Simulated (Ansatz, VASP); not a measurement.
Two plane-wave programs on Na4Au

```
CELL_PARAMETERS angstrom
4.79438 0.00000 0.00000
-2.39719 4.15206 0.00000
0.00000 0.00000 9.91243
ATOMIC_POSITIONS crystal
Na 0.33333 0.66667 0.00000
Na 0.66667 0.33333 0.00000
Na 0.66667 0.33333 0.65848
Na 0.66667 0.33333 0.34152
Au 0.33333 0.66667 0.50000
```

Alike in both runs: functional PBE; k mesh 12 × 12 × 4; occupations gaussian, width 0.1 eV; no spin polarisation.

Ansatz relaxed the structure, and its values are those at the end. VASP's run is a single point on that final structure, the one shown.

```csv
,VASP,Ansatz
version,VASP 6.6.1,Ansatz 0.2.0
potentials or method,"VASP PAW PBE potentials, release 64 (Na_pv, Au), cutoff 520 eV","scalar-relativistic, plane waves, PAW"
valence electrons in the cell,39,55
```

|  | VASP | Ansatz | Ansatz less VASP |
| --- | --- | --- | --- |
| gap on the k mesh at the Fermi level (eV) | none | none | - |
| pressure (GPa) | 0.0 | 0.0 | +0.01 |

A gap of «none» marks a metal or a gap that the smearing closes. The functional is the same, so the differences come from potentials, cutoffs and numerics. VASP's potentials hold 39 valence electrons a cell and Ansatz's 55, so a difference there can come from the potentials and not from the codes.

Spin-orbit coupling is off throughout.
